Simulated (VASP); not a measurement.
Wanted: the native input for a VASP 6.6.1 run.

```
Task                   : single point
Functional             : r2SCAN
Potentials or basis    : VASP PAW PBE potentials, release 64 (Ti_sv, O)
Cutoff                 : 520 eV
k mesh                 : 18 × 18 × 8
Occupations            : methfessel-paxton, width 0.05 eV
Spin                   : no spin polarisation
Dipole correction      : no
Further INCAR settings : ALGO = Normal; EDIFF = 1e-06; NBANDS = 26
```

Crystal: TiO.

```
Ti O
1.0
     2.85161    0.00000    0.00000
    -1.42580    2.46956    0.00000
     0.00000    0.00000    5.56750
Ti O
2 2
Direct
  0.33333 0.66667 0.25000
  0.66667 0.33333 0.75000
  0.00000 0.00000 0.00000
  0.00000 0.00000 0.50000
```

These files were run (other wordings do the same):

POSCAR

```
TiO
1.0
    2.8516080131      0.0000000000      0.0000000000
   -1.4258040066      2.4695649810      0.0000000000
    0.0000000000      0.0000000000      5.5675030000
Ti O
2 2
Direct
    0.3333333333      0.6666666667      0.2500000000
    0.6666666667      0.3333333333      0.7500000000
    0.0000000000      0.0000000000      0.0000000000
    0.0000000000      0.0000000000      0.5000000000
```

INCAR.step1

```
PREC     = Accurate       # precision mode
ENCUT    = 520            # plane-wave cutoff, eV
ISMEAR   = 1              # smearing method
SIGMA    = 0.05           # smearing width, eV
LREAL    = False          # projectors in reciprocal space
LASPH    = True           # aspherical terms in the spheres
NELM     = 60             # most SCF steps
NBANDS   = 26             # bands
GGA      = PE             # functional
ALGO     = Normal         # electronic algorithm
EDIFF    = 1E-4           # SCF threshold, eV
LWAVE    = True           # write WAVECAR
LCHARG   = False          # write CHGCAR
```

INCAR.step2

```
PREC     = Accurate       # precision mode
ENCUT    = 520            # plane-wave cutoff, eV
EDIFF    = 1E-6           # SCF threshold, eV
ISMEAR   = 1              # smearing method
SIGMA    = 0.05           # smearing width, eV
LREAL    = False          # projectors in reciprocal space
LASPH    = True           # aspherical terms in the spheres
NELM     = 60             # most SCF steps
ALGO     = Normal         # electronic algorithm
ISIF     = 2              # what is computed and relaxed
LWAVE    = False          # write WAVECAR
LCHARG   = True           # write CHGCAR
METAGGA  = R2SCAN         # meta-GGA
LMIXTAU  = True         
LELF     = True           # ELF
LVHAR    = True         
NBANDS   = 26             # bands
ISTART   = 1
```

KPOINTS

```
regular mesh
0
Gamma
  18 18 8
```

Potentials or basis: VASP PAW PBE potentials, release 64 (Ti_sv, O).

Launch:

```bash
$ cat potpaw_PBE.64/Ti_sv/POTCAR potpaw_PBE.64/O/POTCAR > POTCAR
$ cp INCAR.step1 INCAR
$ mpirun -np 1 vasp_std > vasp.out
$ cp INCAR.step2 INCAR
$ mpirun -np 1 vasp_std > vasp.out
```

It gave:

| Item | Value |
| --- | --- |
| Pressure | -3.6 GPa |
| Band gap on the k mesh | zero (bands 18 and 19 overlap by 0.04 eV) |

Caveat: the cell stands under tension; the PAW data sets were made with another functional, which shifts forces and pressure a little; semilocal functionals often make such compounds metallic where correlation or magnetic order opens a gap, which also shifts bond lengths.

Wall time 8.7 min on 1 thread of Intel(R) Xeon(R) Platinum 8488C (Sapphire Rapids) (shared host), peak memory 0.28 GiB.
